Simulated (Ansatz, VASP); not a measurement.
## K in VASP and in Ansatz

The input INCAR:

```
PREC = Accurate ; ENCUT = 520
EDIFF = 1E-7 ; ISMEAR = 0
SIGMA = 0.1 ; LREAL = False
LASPH = True ; NELM = 60
ALGO = Fast ; ISIF = 2
LWAVE = False ; LCHARG = False
GGA = RP ; NBANDS = 16
```

File KPOINTS:

```
Automatic mesh
0
Gamma
  6 6 6
```

Contents of POSCAR:

```
K
1.0
   -2.2081090471      2.2081090471      8.0458679461
    2.2081090471     -2.2081090471      8.0458679461
    2.2081090471      2.2081090471     -8.0458679461
K
2
Direct
    0.2500000000      0.7500000000      0.5000000000
    0.5000000000      0.5000000000      0.0000000000
```

Input for Ansatz:

```yaml
crystal:
  lattice:
    - [-2.2081090471, 2.2081090471, 8.0458679461]
    - [2.2081090471, -2.2081090471, 8.0458679461]
    - [2.2081090471, 2.2081090471, -8.0458679461]
  atoms:
    - { symbol: K, position: [0.25, 0.75, 0.5] }
    - { symbol: K, position: [0.5, 0.5, 0.0] }
basis:
  ecutwfc: 420
kpoints:
  mp_grid: { grid: [6, 6, 6] }
hamiltonian:
  xc: rpbe
  dispersion: none
scf:
  occupations: { method: gaussian, width: 0.1 }
  max_iter: 84
output:
  forces: true
  stress: true
  eigenvalues: true
```

Alike in both runs: task single point; functional RPBE; k mesh 6 × 6 × 6; occupations gaussian, width 0.1 eV; no spin polarisation.

|  | VASP | Ansatz |
| --- | --- | --- |
| version | VASP 6.6.1 | Ansatz 0.2.0 |
| potentials or method | VASP PAW PBE potentials, release 64 (K_sv), cutoff 520 eV | scalar-relativistic, plane waves, PAW |
| valence electrons in the cell | 18 | 18 |

|  | VASP | Ansatz | Ansatz less VASP |
| --- | --- | --- | --- |
| gap on the k mesh at the Fermi level (eV) | none | none | - |
| pressure (GPa) | 0.2 | 0.2 | +0.01 |

VASP's potentials were made for PBE, not for RPBE. A gap of «none» marks a metal or a gap that the smearing closes. The functional is the same, so the differences come from potentials, cutoffs and numerics.
